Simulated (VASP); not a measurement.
# Zn (P6_3/mmc) in VASP: further runs

The runs below take Zn through single point, relaxation of cell and atoms, with PBE.

All numbers are computed with VASP 6.6.1; they aren't measurements. Logs are shortened: lines on timing, memory, paths and dates and some standing lists are left out, and cuts for length are marked.

## 1. The cell of the first run

It takes space group P6_3/mmc (No. 194, hexagonal). The conventional cell has a = 2.636 Å, b = 2.636 Å, c = 5.093 Å, α = 90.00°, β = 90.00°, γ = 120.00°. Within 3.5 Å of Zn (site symmetry -6m2) lie 12 Zn at 2.64 to 2.97 Å.

## 2. Single point, PBE

INCAR

```
SYSTEM = Zn
PREC     = Accurate       ! precision mode
ENCUT    = 520            ! plane-wave cutoff, eV
EDIFF    = 1E-6           ! SCF threshold, eV
ISMEAR   = -1             ! smearing method
SIGMA    = 0.1            ! smearing width, eV
LREAL    = .FALSE.        ! projectors in reciprocal space
LASPH    = .TRUE.         ! aspherical terms in the spheres
NELM     = 60             ! most SCF steps
ALGO     = Normal         ! electronic algorithm
ISIF     = 2              ! what is computed and relaxed
LWAVE    = .FALSE.        ! write WAVECAR
LCHARG   = .FALSE.        ! write CHGCAR
GGA      = PE             ! functional
NBANDS   = 19             ! bands
```

KPOINTS

```
regular mesh
0
G
  18 18 10
  0 0 0
```

POSCAR

```
Zn
1.0
    2.6358129023      0.0000000000      0.0000000000
   -1.3179064512      2.2826809330      0.0000000000
    0.0000000000      0.0000000000      5.0929172529
Zn
2
Direct
    0.3333333333      0.6666666667      0.2500000000
    0.6666666667      0.3333333333      0.7500000000
```

Potentials or basis: VASP PAW PBE potentials, release 64 (Zn).

On the command line:

```console
> cat potpaw_PBE.64/Zn/POTCAR > POTCAR
> mpirun -np 1 vasp_std > vasp.out
```

OUTCAR:

```text
SYSTEM = Zn
   PREC = Accurate
   ENCUT = 520
   EDIFF = 1E-6
   ISMEAR = -1
   LREAL = .FALSE.
   LASPH = .TRUE.
   NELM = 60
   ISIF = 2
   GGA = PE

 ion  position               nearest neighbor table
   1  0.333  0.667  0.250-   2 2.97   2 2.97   2 2.97   2 2.97   2 2.97   2 2.97
   2  0.667  0.333  0.750-   1 2.97   1 2.97   1 2.97   1 2.97   1 2.97   1 2.97

  LATTYP: Found a hexagonal cell.
 ALAT       =     2.6358129023
 C/A-ratio  =     1.9321998342

  Lattice vectors:

 A1 = (   2.6358129023,   0.0000000000,   0.0000000000)
 A2 = (  -1.3179064512,   2.2826809330,   0.0000000000)
 A3 = (   0.0000000000,   0.0000000000,   5.0929172529)

Analysis of symmetry for initial positions (statically):
=====================================================================
 Subroutine PRICEL returns:
 Original cell was already a primitive cell.

 Routine SETGRP: Setting up the symmetry group for a
 hexagonal supercell.

 Subroutine GETGRP returns: Found 24 space group operations
 (whereof 12 operations were pure point group operations)
 out of a pool of 24 trial point group operations.

The static configuration has the point symmetry D_3d.
 The point group associated with its full space group is D_6h.

Analysis of symmetry for dynamics (positions and initial velocities):
=====================================================================
 Subroutine PRICEL returns:
 Original cell was already a primitive cell.

 Routine SETGRP: Setting up the symmetry group for a
 hexagonal supercell.

 Subroutine GETGRP returns: Found 24 space group operations
 (whereof 12 operations were pure point group operations)
 out of a pool of 24 trial point group operations.

The dynamic configuration has the point symmetry D_3d.
 The point group associated with its full space group is D_6h.

 Subroutine INISYM returns: Found 24 space group operations
 (whereof 12 operations are pure point group operations),
 and found     1 'primitive' translations

----------------------------------------------------------------------------------------

                                     Primitive cell

  volume of cell :      30.6427

  direct lattice vectors                    reciprocal lattice vectors
     2.635812902  0.000000000  0.000000000     0.379389599  0.219040687  0.000000000
    -1.317906451  2.282680933  0.000000000     0.000000000  0.438081374  0.000000000
     0.000000000  0.000000000  5.092917253     0.000000000  0.000000000  0.196351119

  length of vectors
     2.635812902  2.635812902  5.092917253     0.438081374  0.438081374  0.196351119

  position of ions in fractional coordinates (direct lattice)
     0.333333333  0.666666667  0.250000000
     0.666666667  0.333333333  0.750000000

  ion indices of the primitive-cell ions
   primitive index   ion index
                 1           1
                 2           2

----------------------------------------------------------------------------------------

 KPOINTS: regular mesh

Automatic generation of k-mesh.
 Grid dimensions read from file:
 generate k-points for:   18   18   10

 Generating k-lattice:

  Cartesian coordinates                     Fractional coordinates (reciprocal lattice)
     0.021077200  0.012168927  0.000000000     0.055555556  0.000000000  0.000000000
     0.000000000  0.024337854  0.000000000     0.000000000  0.055555556  0.000000000
     0.000000000  0.000000000  0.019635112     0.000000000  0.000000000  0.100000000

  Length of vectors
     0.024337854  0.024337854  0.019635112

  Shift w.r.t. Gamma in fractional coordinates (k-lattice)
     0.000000000  0.000000000  0.000000000

 Subroutine IBZKPT returns following result:
 ===========================================

 Found    222 irreducible k-points:

 Following reciprocal coordinates:
            Coordinates               Weight
  0.000000  0.000000  0.000000      1.000000
  0.055556 -0.000000  0.000000      6.000000
  0.111111 -0.000000  0.000000      6.000000
  0.166667 -0.000000  0.000000      6.000000
  0.222222  0.000000  0.000000      6.000000
  0.277778 -0.000000  0.000000      6.000000
[... 16 lines left out ...]
  0.333333  0.111111  0.000000     12.000000
  0.388889  0.111111  0.000000     12.000000
 [... further k-points ...]
   k-points           NKPTS =    222   k-points in BZ     NKDIM =    222   number of bands    NBANDS=     19
   number of dos      NEDOS =    301   number of ions     NIONS =      2
   total plane-waves  NPLWV =  16000
   dimension x,y,z NGX =    20 NGY =   20 NGZ =   40
   dimension x,y,z NGXF=    40 NGYF=   40 NGZF=   80
   ions per type =               2
   NGX,Y,Z   is equivalent  to a cutoff of  12.61, 12.61, 13.06 a.u.
   NGXF,Y,Z  is equivalent  to a cutoff of  25.23, 25.23, 26.11 a.u.
 SYSTEM =  Zn
   PREC   = accura    normal or accurate (medium, high low for compatibility)
   ISTART =      0    job   : 0-new  1-cont  2-samecut
   ICHARG =      2    charge: 1-file 2-atom 10-const
   ISPIN  =      1    spin polarized calculation?
   LNONCOLLINEAR =      F non collinear calculations
   LSORBIT =      F    spin-orbit coupling
   LASPH  =      T    aspherical Exc in radial PAW
   ENCUT  =  520.0 eV  38.22 Ry    6.18 a.u.   4.90  4.90  9.47*2*pi/ulx,y,z
   NELM   =     60;   NELMIN=  2; NELMDL= -5     # of ELM steps
   EDIFF  = 0.1E-05   stopping-criterion for ELM
   LREAL  =      F    real-space projection
   EDIFFG = 0.1E-04   stopping-criterion for IOM
   NSW    =      0    number of steps for IOM
   IBRION =     -1    ionic relax: 0-MD 1-quasi-New 2-CG
   NFREE  =      0    steps in history (QN), initial steepest desc. (CG)
   ISIF   =      2    stress and relaxation
   ISYM   =      2    0-nonsym 1-usesym 2-fastsym
   POTIM  = 0.5000    time-step for ionic-motion
   TEBEG  =    0.0;   TEEND  =   0.0 temperature during run
   PSTRESS=    0.0 pullay stress
   NELECT =      24.0000    total number of electrons
   NUPDOWN=      -1.0000    fix difference up-down
   EMIN   =  10.00;   EMAX   =-10.00  energy-range for DOS
   EFERMI =   0.00;   METHOD = LEGACY
   ISMEAR =    -1;   SIGMA  =   0.10  broadening in eV -4-tet -1-fermi 0-gaus
   EFERMI_NEDOS =   21; number of points for ismear=-14 and -15
   IALGO  =     38    algorithm
   IMIX   =      4    mixing-type and parameters
     AMIX     =   0.40;   BMIX     =  1.00
     AMIX_MAG =   1.60;   BMIX_MAG =  1.00
  volume/ion in A,a.u.               =      15.32       103.39
  Fermi-wavevector in a.u.,A,eV,Ry     =   1.509048  2.851688 30.983547  2.277226
  Thomas-Fermi vector in A             =   2.619422
   LORBIT       =      0    0 simple, 1 ext, 2 COOP (PROOUT), +10 PAW based schemes
   GGA     = PE    functional components
   LHFCALC =     F    Hartree Fock is set to
   AEXX    =    0.0000 exact exchange contribution
   IVDW    =     0    specifies the selected vdW correction
   LEPSILON=     F    determine dielectric tensor
   LRPA    =     F    only Hartree local field effects (RPA)
 non-spin polarized calculation
  energy-cutoff  :      520.00
  volume of cell :       30.64
 maximum number of plane-waves:       849
 NGX is ok and might be reduce to    20
   NGX =  9   NGY =  9   NGZ = 19

 number of electron      24.0000003 magnetization

 Free energy of the ion-electron system (eV)
  ---------------------------------------------------
  ext. energy  EPLUGINS =         0.00000000
  ---------------------------------------------------
  free energy    TOTEN  =        -2.22738239 eV

  energy without entropy =       -2.21707960  energy(sigma->0) =       -2.22223100

 E-fermi :   3.0226     XC(G=0): -11.5028

 val. band max:        2.9914672829   @ k =   0.2778   0.1667   0.0000
 cond. band min:       3.0446754861   @ k =   0.2778   0.2778   0.3000
 fundamental gap:      0.0532082032
 Fermi energy:         3.0225864340

 k-point     1 :       0.0000    0.0000    0.0000
  band No.  band energies     occupation
      1      -7.3007      2.00000
      2      -5.6159      2.00000
      3      -4.9057      2.00000
      4      -4.6347      2.00000
      5      -4.6347      2.00000
      6      -4.5945      2.00000
[... 11 lines left out ...]
     18      22.7467      0.00000
     19      22.7760      0.00000

 k-point     2 :       0.0556   -0.0000    0.0000
  band No.  band energies     occupation
      1      -7.2065      2.00000
      2      -5.5717      2.00000
      3      -4.8941      2.00000
      4      -4.6459      2.00000
      5      -4.6121      2.00000
      6      -4.6056      2.00000
[... 11 lines left out ...]
     18      21.7207      0.00000
     19      23.6136      0.00000

 k-point     3 :       0.1111   -0.0000    0.0000
  band No.  band energies     occupation
      1      -6.9276      2.00000
      2      -5.4508      2.00000
      3      -4.8645      2.00000
      4      -4.6730      2.00000
      5      -4.6295      2.00000
      6      -4.5465      2.00000
[... 11 lines left out ...]
     18      20.8668      0.00000
     19      22.1734      0.00000

 k-point     4 :       0.1667   -0.0000    0.0000
  band No.  band energies     occupation
      1      -6.4797      2.00000
      2      -5.2943      2.00000
      3      -4.8333      2.00000
      4      -4.7048      2.00000
      5      -4.6204      2.00000
      6      -4.4784      2.00000
[... 11 lines left out ...]
     18      19.7237      0.00000
     19      20.4998      0.00000

 k-point     5 :       0.2222    0.0000    0.0000
  band No.  band energies     occupation
      1      -5.9198      2.00000
      2      -5.1868      2.00000
      3      -4.7891      2.00000
      4      -4.7031      2.00000
      5      -4.6600      2.00000
      6      -4.5107      2.00000
[... 11 lines left out ...]
     18      18.5004      0.00000
     19      19.1469      0.00000

 k-point     6 :       0.2778   -0.0000    0.0000
  band No.  band energies     occupation
      1      -5.4603      2.00000
      2      -5.1853      2.00000
      3      -4.8207      2.00000
      4      -4.7105      2.00000
      5      -4.5646      2.00000
      6      -4.4778      2.00000
[... 11 lines left out ...]
     18      18.4260      0.00000
     19      18.6988      0.00000

 k-point     7 :       0.3333    0.0000    0.0000
  band No.  band energies     occupation
      1      -5.3284      2.00000
      2      -5.2298      2.00000
      3      -4.9483      2.00000
      4      -4.6120      2.00000
      5      -4.5574      2.00000
      6      -4.3859      2.00000
[... 11 lines left out ...]
     18      18.3240      0.00000
     19      19.3679      0.00000

 k-point     8 :       0.3889   -0.0000    0.0000
  band No.  band energies     occupation
      1      -5.3466      2.00000
      2      -5.2722      2.00000
      3      -5.0391      2.00000
      4      -4.6217      2.00000
      5      -4.5301      2.00000
      6      -4.4134      2.00000
[... 256 lines left out ...]
 k-point    20 :       0.1667    0.1111    0.0000
  band No.  band energies     occupation
      1      -5.6741      2.00000
      2      -5.0756      2.00000
      3      -4.8464      2.00000
      4      -4.7387      2.00000
      5      -4.6974      2.00000
      6      -4.6232      2.00000
[... 11 lines left out ...]
     18      18.2123      0.00000
     19      18.7224      0.00000

 k-point    21 :       0.2222    0.1111    0.0000
  band No.  band energies     occupation
      1      -5.2425      2.00000
      2      -5.0750      2.00000
      3      -4.8329      2.00000
      4      -4.7365      2.00000
      5      -4.6868      2.00000
      6      -4.5299      2.00000
[... 11 lines left out ...]
     18      17.4419      0.00000
     19      18.3105      0.00000

 k-point    22 :       0.2778    0.1111    0.0000
  band No.  band energies     occupation
      1      -5.1800      2.00000
      2      -5.1129      2.00000
      3      -4.9406      2.00000
      4      -4.6109      2.00000
      5      -4.5855      2.00000
      6      -4.5018      2.00000
[... 11 lines left out ...]
     18      16.7980      0.00000
     19      18.1244      0.00000

 k-point    23 :       0.3333    0.1111    0.0000
  band No.  band energies     occupation
      1      -5.2323      2.00000
      2      -5.1512      2.00000
      3      -5.0171      2.00000
      4      -4.6283      2.00000
      5      -4.5260      2.00000
      6      -4.4406      2.00000
[... 11 lines left out ...]
     18      16.3140      0.00000
     19      17.7933      0.00000

 k-point    24 :       0.3889    0.1111    0.0000
  band No.  band energies     occupation
      1      -5.2744      2.00000
      2      -5.1840      2.00000
      3      -5.0623      2.00000
      4      -4.6551      2.00000
      5      -4.4730      2.00000
      6      -4.4721      2.00000
[... 11 lines left out ...]
     18      16.0142      0.00000
     19      17.5670      0.00000

 [... further k-points ...]

------------------------ aborting loop because EDIFF is reached ----------------------------------------

  FORCE on cell =-STRESS in cart. coord.  units (eV):
  Direction    XX          YY          ZZ          XY          YZ          ZX
  --------------------------------------------------------------------------------------
  -------------------------------------------------------------------------------------
  Total        0.0843755      0.0843755      0.0290515     -0.0000000     -0.0000000     -0.0000000
  in kB        4.4116428      4.4116428      1.5189815     -0.0000000     -0.0000000     -0.0000000
  external PRESSURE =       3.4474224 kB  Pullay stress =       0.0000000 kB

 VOLUME and BASIS-vectors are now :
 -----------------------------------------------------------------------------
  energy-cutoff  :      520.00
  volume of cell :       30.64
      direct lattice vectors                 reciprocal lattice vectors
     2.635812902  0.000000000  0.000000000     0.379389599  0.219040687  0.000000000
    -1.317906451  2.282680933  0.000000000     0.000000000  0.438081374  0.000000000
     0.000000000  0.000000000  5.092917253     0.000000000  0.000000000  0.196351119

 POSITION                                       TOTAL-FORCE (eV/Angst)
 -----------------------------------------------------------------------------------
     -0.00000      1.52179      1.27323         0.000000      0.000000      0.000000
      1.31791      0.76089      3.81969        -0.000000     -0.000000      0.000000
 -----------------------------------------------------------------------------------
    total drift:                                0.000000     -0.000000      0.000000

  FREE ENERGIE OF THE ION-ELECTRON SYSTEM (eV)
  ---------------------------------------------------
  free  energy   TOTEN  =        -2.2273823948 eV

  energy  without entropy=       -2.2170796019  energy(sigma->0) =       -2.22223100
```

It used 60 s of CPU time on 1 thread of Intel Xeon 8259CL, with other jobs on the host.

Results:

| Item | Value |
| --- | --- |
| Free energy | -2.2274 eV |
| Pressure | 0.3 GPa |
| Band gap on the k mesh | zero (bands 12 and 13 overlap by 5.25 eV) |

Levels at points of the mesh, in eV from the Fermi level:
```csv
k point,band 8,band 9,band 10,band 11,band 12,band 13,band 14,band 15,band 16,band 17
"(0.00, 0.00, 0.00)",-7.24,-7.24,-7.07,-7.07,-3.73,-3.46,12.29,16.11,18.20,18.20
"(0.50, 0.00, 0.00)",-7.10,-6.85,-6.84,-2.65,-1.93,2.40,3.60,3.88,5.68,10.70
"(0.00, 0.00, 0.50)",-7.60,-7.14,-7.14,-7.14,-7.14,3.87,3.87,19.39,19.39,19.39
"(0.50, 0.00, 0.50)",-7.11,-6.85,-6.85,-1.75,-1.75,0.29,0.29,9.63,9.63,12.38
```

## 3. Relaxation of cell and atoms, PBE

This run uses another cell than the first one, of 15.15 Å³/atom.

INCAR

```
SYSTEM = Zn
  ALGO = Normal
  EDIFF = 1E-6
  EDIFFG = -0.005
  ENCUT = 600
  GGA = PE
  IBRION = 2
  ISIF = 3
  ISMEAR = -1
  LASPH = .TRUE.
  LCHARG = .FALSE.
  LREAL = .FALSE.
  LWAVE = .FALSE.
  NELM = 60
  NSW = 60
  PREC = Accurate
  SIGMA = 0.1
```

KPOINTS

```
k-points
0
G
  18 18 10
  0 0 0
```

POSCAR

```
Zn
1.0
    2.7850770257      0.0000000000      0.0000000000
   -1.3925385129      2.4119474558      0.0000000000
    0.0000000000      0.0000000000      4.5118247817
Zn
2
Direct
    0.3333333333      0.6666666667      0.2500000000
    0.6666666667      0.3333333333      0.7500000000
```

Potentials or basis: VASP PAW PBE potentials, release 64 (Zn).

On the command line:

```console
> cat potpaw_PBE.64/Zn/POTCAR > POTCAR
> mpirun -np 1 vasp_std > vasp.out
```

Wall time 19 min (1 thread of Intel Xeon 8259CL, shared host); peak memory 0.26 GiB.

The run converged. Its results:

| Item | Value |
| --- | --- |
| Free energy | -2.2272 eV |
| Relaxed volume | 15.36 Å³/atom |
| Relaxed cell | a = 2.639 Å, b = 2.639 Å, c = 5.095 Å, α = 90.00°, β = 90.00°, γ = 120.00° |
| Space group after relaxing (to 0.1 Å) | P6_3/mmc (No. 194) |
| Energy gained by relaxing | 16.3 meV/atom |
| Ionic steps | 28 |
| Pressure after relaxing | 0.0 GPa |
| Band gap on the k mesh | zero (bands 12 and 13 overlap by 5.24 eV) |

Step by step:
| step | energy change (eV) | largest force (eV/Å) | pressure (GPa) | volume (Å³) |
| --- | --- | --- | --- | --- |
| 1 | 0.0000 | 0.0000 | -0.73 | 30.31 |
| 2 | -0.0013 | 0.0000 | -0.13 | 30.01 |
| 3 | -0.0014 | 0.0000 | 0.43 | 29.83 |
| 4 | -0.0014 | 0.0000 | 0.21 | 29.89 |
| 5 | -0.0021 | 0.0000 | 0.19 | 29.88 |
| 6 | -0.0046 | 0.0000 | 0.35 | 29.85 |
| 7 | -0.0096 | 0.0000 | 0.67 | 29.78 |
| 8 | -0.0204 | 0.0000 | 2.14 | 29.57 |
| 9 | 0.0939 | 0.0000 | 9.88 | 28.87 |
| 10 | -0.0215 | 0.0000 | 2.58 | 29.52 |
| 11 | -0.0212 | 0.0000 | 3.07 | 29.47 |
| 12 | -0.0215 | 0.0000 | 2.62 | 29.49 |
| 13 | -0.0217 | 0.0000 | 2.72 | 29.50 |
| 14 | -0.0221 | 0.0000 | 2.99 | 29.52 |
| 15 | -0.0224 | 0.0000 | 3.01 | 29.58 |
| 16 | -0.0231 | 0.0000 | 2.89 | 29.61 |
| 17 | -0.0248 | 0.0000 | 2.60 | 29.73 |
| 18 | -0.0277 | 0.0000 | 2.06 | 29.97 |
| 19 | -0.0310 | 0.0000 | 1.03 | 30.45 |
| 20 | -0.0284 | 0.0000 | -0.92 | 31.42 |
| 21 | -0.0314 | 0.0000 | 0.37 | 30.73 |
| 22 | -0.0314 | 0.0000 | 0.52 | 30.69 |
| 23 | -0.0317 | 0.0000 | 0.44 | 30.69 |
| 24 | -0.0323 | 0.0000 | 0.22 | 30.71 |
| 25 | -0.0325 | 0.0000 | -0.10 | 30.74 |
| 26 | -0.0326 | 0.0000 | 0.00 | 30.73 |
| 27 | -0.0326 | 0.0000 | 0.07 | 30.73 |
| 28 | -0.0326 | 0.0000 | 0.04 | 30.73 |

Final structure:
```
Zn
1.0
     2.63913    0.00000    0.00000
    -1.31956    2.28555    0.00000
     0.00000    0.00000    5.09460
Zn
2
Direct
  0.33333 0.66667 0.25000
  0.66667 0.33333 0.75000
```

Levels at points of the mesh, in eV from the Fermi level:
```csv
k point,band 10,band 11,band 12,band 13,band 14,band 15
"(0.00, 0.00, 0.00)",-7.07,-7.07,-3.71,-3.45,12.29,16.10
"(0.50, 0.00, 0.00)",-6.84,-2.65,-1.94,2.39,3.59,3.86
"(0.00, 0.00, 0.50)",-7.14,-7.14,-7.14,3.87,3.87,19.33
"(0.50, 0.00, 0.50)",-6.85,-1.74,-1.74,0.27,0.27,9.62
```

The gap in the log of VASP goes by the Fermi energy; the results here count the filled bands.